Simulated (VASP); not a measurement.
# Ge (Fd-3m) in VASP: single point with PBE

Aim: the single point of Ge with PBE.

Everything below comes from runs of VASP 6.6.1. Logs are shortened: lines on timing, memory, paths and dates and some standing lists are left out, and cuts for length are marked.

### Step 1. The cell of the first run

The structure is cubic, space group Fd-3m (No. 227). Conventional cell: a = 5.658 Å, b = 5.658 Å, c = 5.658 Å, α = 90.00°, β = 90.00°, γ = 90.00°. Within 3.2 Å of Ge (site symmetry -43m) lie 4 Ge at 2.45 Å.

### Step 2. Single point, PBE

The input, INCAR:

```
  ALGO = Normal
  EDIFF = 1E-6
  ENCUT = 520
  GGA = PE
  ISIF = 2
  ISMEAR = 0
  LASPH = T
  LCHARG = T
  LELF = T
  LREAL = F
  LVHAR = T
  LWAVE = F
  NBANDS = 21
  NELM = 60
  PREC = Accurate
  SIGMA = 0.05
```

The input, KPOINTS:

```
k-points
0
Gamma
  12 12 12
```

The input, POSCAR:

```
Ge
1.0
    0.0000000000      2.8289100000      2.8289100000
    2.8289100000      0.0000000000      2.8289100000
    2.8289100000      2.8289100000      0.0000000000
Ge
2
Direct
    0.5000000000      0.5000000000      0.5000000000
    0.7500000000      0.7500000000      0.7500000000
```

Potentials or basis: VASP PAW PBE potentials, release 64 (Ge_d).

The run is started by

```console
cat potpaw_PBE.64/Ge_d/POTCAR > POTCAR
mpirun -np 1 vasp_std > vasp.out
```

OUTCAR:

```text
EDIFF = 1E-6
   ENCUT = 520
   GGA = PE
   ISIF = 2
   ISMEAR = 0
   LASPH = T
   LREAL = F
   NELM = 60
   PREC = Accurate

 ion  position               nearest neighbor table
   1  0.500  0.500  0.500-   2 2.45   2 2.45   2 2.45   2 2.45
   2  0.750  0.750  0.750-   1 2.45   1 2.45   1 2.45   1 2.45

  LATTYP: Found a face centered cubic cell.
 ALAT       =     5.6578200000

  Lattice vectors:

 A1 = (   0.0000000000,   2.8289100000,   2.8289100000)
 A2 = (   2.8289100000,   0.0000000000,   2.8289100000)
 A3 = (   2.8289100000,   2.8289100000,   0.0000000000)

Analysis of symmetry for initial positions (statically):
=====================================================================
 Subroutine PRICEL returns:
 Original cell was already a primitive cell.

 Routine SETGRP: Setting up the symmetry group for a
 face centered cubic supercell.

 Subroutine GETGRP returns: Found 48 space group operations
 (whereof 24 operations were pure point group operations)
 out of a pool of 48 trial point group operations.

The static configuration has the point symmetry T_d .
 The point group associated with its full space group is O_h .

Analysis of symmetry for dynamics (positions and initial velocities):
=====================================================================
 Subroutine PRICEL returns:
 Original cell was already a primitive cell.

 Routine SETGRP: Setting up the symmetry group for a
 face centered cubic supercell.

 Subroutine GETGRP returns: Found 48 space group operations
 (whereof 24 operations were pure point group operations)
 out of a pool of 48 trial point group operations.

The dynamic configuration has the point symmetry T_d .
 The point group associated with its full space group is O_h .

 Subroutine INISYM returns: Found 48 space group operations
 (whereof 24 operations are pure point group operations),
 and found     1 'primitive' translations

----------------------------------------------------------------------------------------

                                     Primitive cell

  volume of cell :      45.2780

  direct lattice vectors                    reciprocal lattice vectors
     0.000000000  2.828910000  2.828910000    -0.176746521  0.176746521  0.176746521
     2.828910000  0.000000000  2.828910000     0.176746521 -0.176746521  0.176746521
     2.828910000  2.828910000  0.000000000     0.176746521  0.176746521 -0.176746521

  length of vectors
     4.000682889  4.000682889  4.000682889     0.306133954  0.306133954  0.306133954

  position of ions in fractional coordinates (direct lattice)
     0.500000000  0.500000000  0.500000000
     0.750000000  0.750000000  0.750000000

  ion indices of the primitive-cell ions
   primitive index   ion index
                 1           1
                 2           2

----------------------------------------------------------------------------------------

 KPOINTS: k-points

Automatic generation of k-mesh.
 Grid dimensions read from file:
 generate k-points for:   12   12   12

 Generating k-lattice:

  Cartesian coordinates                     Fractional coordinates (reciprocal lattice)
    -0.014728877  0.014728877  0.014728877     0.083333333  0.000000000  0.000000000
     0.014728877 -0.014728877  0.014728877     0.000000000  0.083333333  0.000000000
     0.014728877  0.014728877 -0.014728877     0.000000000  0.000000000  0.083333333

  Length of vectors
     0.025511163  0.025511163  0.025511163

  Shift w.r.t. Gamma in fractional coordinates (k-lattice)
     0.000000000  0.000000000  0.000000000

 Subroutine IBZKPT returns following result:
 ===========================================

 Found     72 irreducible k-points:

 Following reciprocal coordinates:
            Coordinates               Weight
  0.000000  0.000000  0.000000      1.000000
  0.083333  0.000000  0.000000      8.000000
  0.166667  0.000000  0.000000      8.000000
  0.250000  0.000000  0.000000      8.000000
  0.333333  0.000000  0.000000      8.000000
  0.416667  0.000000  0.000000      8.000000
[... 16 lines left out ...]
  0.500000  0.166667  0.000000     24.000000
 -0.416667  0.166667  0.000000     24.000000
 [... further k-points ...]
   k-points           NKPTS =     72   k-points in BZ     NKDIM =     72   number of bands    NBANDS=     21
   number of dos      NEDOS =    301   number of ions     NIONS =      2
   total plane-waves  NPLWV =  27000
   dimension x,y,z NGX =    30 NGY =   30 NGZ =   30
   dimension x,y,z NGXF=    60 NGYF=   60 NGZF=   60
   ions per type =               2
   NGX,Y,Z   is equivalent  to a cutoff of  12.47, 12.47, 12.47 a.u.
   NGXF,Y,Z  is equivalent  to a cutoff of  24.93, 24.93, 24.93 a.u.
 SYSTEM =  unknown system
   PREC   = accura    normal or accurate (medium, high low for compatibility)
   ISTART =      0    job   : 0-new  1-cont  2-samecut
   ICHARG =      2    charge: 1-file 2-atom 10-const
   ISPIN  =      1    spin polarized calculation?
   LNONCOLLINEAR =      F non collinear calculations
   LSORBIT =      F    spin-orbit coupling
   LASPH  =      T    aspherical Exc in radial PAW
   ENCUT  =  520.0 eV  38.22 Ry    6.18 a.u.   7.44  7.44  7.44*2*pi/ulx,y,z
   NELM   =     60;   NELMIN=  2; NELMDL= -5     # of ELM steps
   EDIFF  = 0.1E-05   stopping-criterion for ELM
   LREAL  =      F    real-space projection
   EDIFFG = 0.1E-04   stopping-criterion for IOM
   NSW    =      0    number of steps for IOM
   IBRION =     -1    ionic relax: 0-MD 1-quasi-New 2-CG
   NFREE  =      0    steps in history (QN), initial steepest desc. (CG)
   ISIF   =      2    stress and relaxation
   ISYM   =      2    0-nonsym 1-usesym 2-fastsym
   POTIM  = 0.5000    time-step for ionic-motion
   TEBEG  =    0.0;   TEEND  =   0.0 temperature during run
   PSTRESS=    0.0 pullay stress
   NELECT =      28.0000    total number of electrons
   NUPDOWN=      -1.0000    fix difference up-down
   EMIN   =  10.00;   EMAX   =-10.00  energy-range for DOS
   EFERMI =   0.00;   METHOD = LEGACY
   ISMEAR =     0;   SIGMA  =   0.05  broadening in eV -4-tet -1-fermi 0-gaus
   EFERMI_NEDOS =   21; number of points for ismear=-14 and -15
   IALGO  =     38    algorithm
   IMIX   =      4    mixing-type and parameters
     AMIX     =   0.40;   BMIX     =  1.00
     AMIX_MAG =   1.60;   BMIX_MAG =  1.00
  volume/ion in A,a.u.               =      22.64       152.78
  Fermi-wavevector in a.u.,A,eV,Ry     =   1.394756  2.635708 26.468033  1.945346
  Thomas-Fermi vector in A             =   2.518275
   LORBIT       =      0    0 simple, 1 ext, 2 COOP (PROOUT), +10 PAW based schemes
   GGA     = PE    functional components
   LHFCALC =     F    Hartree Fock is set to
   AEXX    =    0.0000 exact exchange contribution
   IVDW    =     0    specifies the selected vdW correction
   LEPSILON=     F    determine dielectric tensor
   LRPA    =     F    only Hartree local field effects (RPA)
 non-spin polarized calculation
 Gauss-broadening in eV      SIGMA  =   0.05
  energy-cutoff  :      520.00
  volume of cell :       45.28
 maximum number of plane-waves:      1243
 NGX is ok and might be reduce to    30
   NGX = 15   NGY = 15   NGZ = 15

 number of electron      28.0000022 magnetization

 Free energy of the ion-electron system (eV)
  ---------------------------------------------------
  ext. energy  EPLUGINS =         0.00000000
  ---------------------------------------------------
  free energy    TOTEN  =        -9.00888643 eV

  energy without entropy =       -9.00883951  energy(sigma->0) =       -9.00886297

 E-fermi :   5.0263     XC(G=0):  -9.9248

 val. band max:        4.9919982932   @ k =   0.0000   0.0000   0.0000
 cond. band min:       5.0264831665   @ k =   0.0000   0.0000   0.0000
 fundamental gap:      0.0344848733
 Fermi energy:         5.0262961979

 k-point     1 :       0.0000    0.0000    0.0000
  band No.  band energies     occupation
      1     -19.8230      2.00000
      2     -19.8230      2.00000
      3     -19.8230      2.00000
      4     -19.7869      2.00000
      5     -19.7869      2.00000
      6     -19.5763      2.00000
[... 13 lines left out ...]
     20      14.4750      0.00000
     21      14.4750      0.00000

 k-point     2 :       0.0833    0.0000    0.0000
  band No.  band energies     occupation
      1     -19.8273      2.00000
      2     -19.8273      2.00000
      3     -19.8219      2.00000
      4     -19.7811      2.00000
      5     -19.7811      2.00000
      6     -19.5830      2.00000
[... 13 lines left out ...]
     20      13.9062      0.00000
     21      13.9062      0.00000

 k-point     3 :       0.1667    0.0000    0.0000
  band No.  band energies     occupation
      1     -19.8349      2.00000
      2     -19.8349      2.00000
      3     -19.8188      2.00000
      4     -19.7694      2.00000
      5     -19.7694      2.00000
      6     -19.5932      2.00000
[... 13 lines left out ...]
     20      13.3459      0.00000
     21      13.3459      0.00000

 k-point     4 :       0.2500    0.0000    0.0000
  band No.  band energies     occupation
      1     -19.8412      2.00000
      2     -19.8412      2.00000
      3     -19.8144      2.00000
      4     -19.7583      2.00000
      5     -19.7583      2.00000
      6     -19.6019      2.00000
[... 13 lines left out ...]
     20      13.3260      0.00000
     21      13.3260      0.00000

 k-point     5 :       0.3333    0.0000    0.0000
  band No.  band energies     occupation
      1     -19.8451      2.00000
      2     -19.8451      2.00000
      3     -19.8100      2.00000
      4     -19.7503      2.00000
      5     -19.7503      2.00000
      6     -19.6074      2.00000
[... 13 lines left out ...]
     20      13.9690      0.00000
     21      13.9690      0.00000

 k-point     6 :       0.4167    0.0000    0.0000
  band No.  band energies     occupation
      1     -19.8470      2.00000
      2     -19.8470      2.00000
      3     -19.8067      2.00000
      4     -19.7462      2.00000
      5     -19.7462      2.00000
      6     -19.6100      2.00000
[... 13 lines left out ...]
     20      15.1337      0.00000
     21      15.1337      0.00000

 k-point     7 :       0.5000    0.0000    0.0000
  band No.  band energies     occupation
      1     -19.8475      2.00000
      2     -19.8475      2.00000
      3     -19.8054      2.00000
      4     -19.7449      2.00000
      5     -19.7449      2.00000
      6     -19.6106      2.00000
[... 13 lines left out ...]
     20      16.0823      0.00000
     21      16.2164      0.00000
[... 291 lines left out ...]
      1     -19.8431      2.00000
      2     -19.8377      2.00000
      3     -19.8241      2.00000
      4     -19.7615      2.00000
      5     -19.7350      2.00000
      6     -19.6424      2.00000
[... 13 lines left out ...]
     20      14.2984      0.00000
     21      14.9563      0.00000

 k-point    21 :       0.3333    0.1667    0.0000
  band No.  band energies     occupation
      1     -19.8528      2.00000
      2     -19.8430      2.00000
      3     -19.8125      2.00000
      4     -19.7506      2.00000
      5     -19.7239      2.00000
      6     -19.6524      2.00000
[... 13 lines left out ...]
     20      14.7231      0.00000
     21      15.2784      0.00000

 k-point    22 :       0.4167    0.1667    0.0000
  band No.  band energies     occupation
      1     -19.8601      2.00000
      2     -19.8474      2.00000
      3     -19.7997      2.00000
      4     -19.7404      2.00000
      5     -19.7196      2.00000
      6     -19.6542      2.00000
[... 13 lines left out ...]
     20      15.2004      0.00000
     21      16.1605      0.00000

 k-point    23 :       0.5000    0.1667    0.0000
  band No.  band energies     occupation
      1     -19.8641      2.00000
      2     -19.8510      2.00000
      3     -19.7889      2.00000
      4     -19.7315      2.00000
      5     -19.7232      2.00000
      6     -19.6473      2.00000
[... 13 lines left out ...]
     20      16.0205      0.00000
     21      16.2360      0.00000

 k-point    24 :      -0.4167    0.1667    0.0000
  band No.  band energies     occupation
      1     -19.8643      2.00000
      2     -19.8534      2.00000
      3     -19.7831      2.00000
      4     -19.7325      2.00000
      5     -19.7251      2.00000
      6     -19.6337      2.00000
[... 13 lines left out ...]
     20      14.6739      0.00000
     21      15.3352      0.00000

 [... further k-points ...]
[... 5 lines left out ...]
  --------------------------------------------------------------------------------------
  -------------------------------------------------------------------------------------
  Total        1.0029735      1.0029735      1.0029735      0.0000000      0.0000000     -0.0000000
  in kB       35.4905426     35.4905426     35.4905426      0.0000000      0.0000000     -0.0000000
  external PRESSURE =      35.4905426 kB  Pullay stress =       0.0000000 kB

 VOLUME and BASIS-vectors are now :
 -----------------------------------------------------------------------------
  energy-cutoff  :      520.00
  volume of cell :       45.28
      direct lattice vectors                 reciprocal lattice vectors
     0.000000000  2.828910000  2.828910000    -0.176746521  0.176746521  0.176746521
     2.828910000  0.000000000  2.828910000     0.176746521 -0.176746521  0.176746521
     2.828910000  2.828910000  0.000000000     0.176746521  0.176746521 -0.176746521

 POSITION                                       TOTAL-FORCE (eV/Angst)
 -----------------------------------------------------------------------------------
      2.82891      2.82891      2.82891        -0.000000     -0.000000     -0.000000
      4.24336      4.24336      4.24336         0.000000      0.000000      0.000000
 -----------------------------------------------------------------------------------
    total drift:                                0.000000     -0.000000     -0.000000

  FREE ENERGIE OF THE ION-ELECTRON SYSTEM (eV)
  ---------------------------------------------------
  free  energy   TOTEN  =        -9.0088864338 eV

  energy  without entropy=       -9.0088395112  energy(sigma->0) =       -9.00886297
```

It took 26 s on 1 thread of Intel Xeon 6975P-C (Granite Rapids), shared host; peak memory 0.19 GiB.

What came out:

* Free energy: -9.0089 eV
* Pressure: 3.5 GPa
* Band gap on the k mesh: 0.03 eV, direct

Levels at points of the mesh, in eV from the valence-band top:
```
           k point  band 12  band 13  band 14  band 15  band 16  band 17
(0.00, 0.00, 0.00)     0.00     0.00     0.00     0.03     2.55     2.55
(0.50, 0.00, 0.00)    -7.60    -1.40    -1.40     0.18     3.75     3.75
(0.50, 0.50, 0.00)    -8.89    -3.07    -3.07     0.75     0.75     9.52
```

A k mesh can miss the band edges.
